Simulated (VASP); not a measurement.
# Si (Fd-3m) in VASP: a series of runs, part 2 of 2

VASP 6.6.1. The steps go on from the part before.

## Step 4: Phonons, r2SCAN

This run uses another cell than the first one, of 18.94 Å³/atom, 1.059 times its volume.

Contents of INCAR:

```
PREC     = Accurate       # precision mode
ENCUT    = 520            # plane-wave cutoff, eV
EDIFF    = 1E-8           # SCF threshold, eV
ISMEAR   = 0              # smearing method
SIGMA    = 0.01           # smearing width, eV
LREAL    = False          # projectors in reciprocal space
LASPH    = True           # aspherical terms in the spheres
NELM     = 80             # most SCF steps
ALGO     = Normal         # electronic algorithm
ISIF     = 2              # what is computed and relaxed
LWAVE    = False          # write WAVECAR
LCHARG   = False          # write CHGCAR
METAGGA  = R2SCAN         # meta-GGA
LMIXTAU  = True         
NBANDS   = 11             # bands
IBRION   = 6              # ionic algorithm
NFREE    = 2            
POTIM    = 0.015          # step
NSW      = 1              # ionic steps
```

Contents of KPOINTS:

```
Automatic mesh
0
Gamma
  8 8 8
```

Contents of POSCAR:

```
Si
1.0
    2.6653940361      2.6653940361      0.0000000000
   -2.6653940361      2.6653940361      0.0000000000
    0.0000000000      2.6653940361      2.6653940361
Si
2
Direct
    0.2500000000      0.7500000000      0.5000000000
    0.0000000000      0.0000000000      0.0000000000
```

Potentials or basis: VASP PAW PBE potentials, release 64 (Si).

Run with:

```
cat potpaw_PBE.64/Si/POTCAR > POTCAR
mpirun -np 1 vasp_std > vasp.out
```

OUTCAR:

```text
PREC = Accurate
   ENCUT = 520
   EDIFF = 1E-8
   ISMEAR = 0
   LREAL = False
   LASPH = True
   NELM = 80
   ISIF = 2
   METAGGA = R2SCAN
   IBRION = 6
   NFREE = 2
   POTIM = 0.015
   NSW = 1

 ion  position               nearest neighbor table
   1  0.250  0.750  0.500-   2 2.31   2 2.31   2 2.31   2 2.31
   2  0.000  0.000  0.000-   1 2.31   1 2.31   1 2.31   1 2.31

  LATTYP: Found a face centered cubic cell.
 ALAT       =     5.3307880722

[... 651 lines left out ...]

 INTERNAL STRAIN TENSOR FOR ION    2 for displacements in x,y,z  (eV/Angst):
          X           Y           Z          XY          YZ          ZX
  --------------------------------------------------------------------------------
  x     0.00000    -0.00000    -0.00000     0.00000    12.35602     0.00000
  y    -0.00000    -0.00000    -0.00000     0.00000     0.00000    12.35602
  z    -0.00000    -0.00000     0.00000    12.35602     0.00000     0.00000

 Eigenvectors and eigenvalues of the dynamical matrix
 ----------------------------------------------------

   1 f  =   16.510815 THz   103.740512 2PiTHz  550.741516 cm-1    68.283215 meV
             X         Y         Z           dx          dy          dz
     -1.332697  3.998091  1.332697    -0.000000    0.000000   -0.707107
      0.000000  0.000000  0.000000     0.000000    0.000000    0.707107
[... 16 lines left out ...]
   5 f  =    0.000000 THz     0.000000 2PiTHz    0.000000 cm-1     0.000000 meV
             X         Y         Z           dx          dy          dz
     -1.332697  3.998091  1.332697     0.000000   -0.000000    0.707107
      0.000000  0.000000  0.000000    -0.000000    0.000000    0.707107

   6 f/i=    0.000000 THz     0.000001 2PiTHz    0.000008 cm-1     0.000001 meV
             X         Y         Z           dx          dy          dz
     -1.332697  3.998091  1.332697    -0.001758    0.707105    0.000000
      0.000000  0.000000  0.000000    -0.001758    0.707105    0.000000

 ELASTIC MODULI CONTR FROM IONIC RELAXATION (kBar)
 Direction    XX          YY          ZZ          XY          YZ          ZX
 --------------------------------------------------------------------------------
 XX          -0.0000     -0.0000     -0.0000      0.0000     -0.0000      0.0000
 YY          -0.0000     -0.0000     -0.0000      0.0000      0.0000      0.0000
 ZZ          -0.0000     -0.0000     -0.0000     -0.0000      0.0000      0.0000
 XY           0.0000      0.0000     -0.0000   -412.3573     -0.0000      0.0000
 YZ          -0.0000      0.0000      0.0000     -0.0000   -412.3573     -0.0000
 ZX           0.0000      0.0000      0.0000      0.0000     -0.0000   -412.3573
 --------------------------------------------------------------------------------
```

OSZICAR:

```text
N       E                     dE             d eps       ncg     rms          rms(c)
DAV:   1    -0.662903333405E+00   -0.66290E+00   -0.32807E+03   638   0.581E+02
DAV:   2    -0.181391273747E+02   -0.17476E+02   -0.16647E+02   803   0.879E+01
DAV:   3    -0.186628984920E+02   -0.52377E+00   -0.52265E+00   816   0.128E+01
[... 38 lines left out ...]
DAV:   5    -0.174980974544E+02    0.10011E-04   -0.43292E-05  2221   0.513E-02    0.318E-03
DAV:   6    -0.174981170806E+02   -0.19626E-04   -0.22986E-05  2231   0.364E-02    0.864E-04
DAV:   7    -0.174981185598E+02   -0.14792E-05   -0.29867E-06  2333   0.123E-02    0.462E-04
DAV:   8    -0.174981186080E+02   -0.48238E-07   -0.27152E-07  2457   0.400E-03    0.167E-04
DAV:   9    -0.174981186091E+02   -0.10434E-08   -0.45381E-08  2299   0.222E-03
   3 F= -.17498119E+02 E0= -.17498119E+02  d E =-.457575E-18
```

stdout:

```text
POSCAR found type information on POSCAR Si
 POSCAR found :  1 types and       2 ions
 scaLAPACK will be used
 -----------------------------------------------------------------------------
|                                                                             |
|                                                                             |
|     You enforced a specific xc type in the INCAR file but a different       |
|     I HOPE YOU KNOW WHAT YOU ARE DOING!                                     |
|                                                                             |
 -----------------------------------------------------------------------------

 LDA part: xc-table for (None), standard interpolation
 POSCAR, INCAR and KPOINTS ok, starting setup
 FFT: planning ... GRIDC
 FFT: planning ... GRID_SOFT
 FFT: planning ... GRID
 WAVECAR not read
 entering main loop
 Found     1 degrees of freedom:
 Finite differences POTIM= 0.01500 DOF=   1
 bond charge predicted
 Finite differences progress:
 bond charge predicted
 Finite differences progress:
```

It took 3.6 min on 1 thread of Intel Xeon Platinum 8259CL at 2.50GHz (Skylake/Cascade Lake), shared host; peak memory 0.2 GiB.

What came out:

| Property | Result |
| --- | --- |
| Highest phonon frequency at Γ | 551 cm⁻¹ |

Phonon frequencies in cm⁻¹ (negative: imaginary):
| q point | frequencies |
| --- | --- |
| (0.000, 0.000, 0.000) | 0 0 0 551 551 551 |

Caveat: the cell wasn't relaxed at this level first, which shifts response properties; the PAW data sets were made with another functional, which shifts forces and pressure a little.
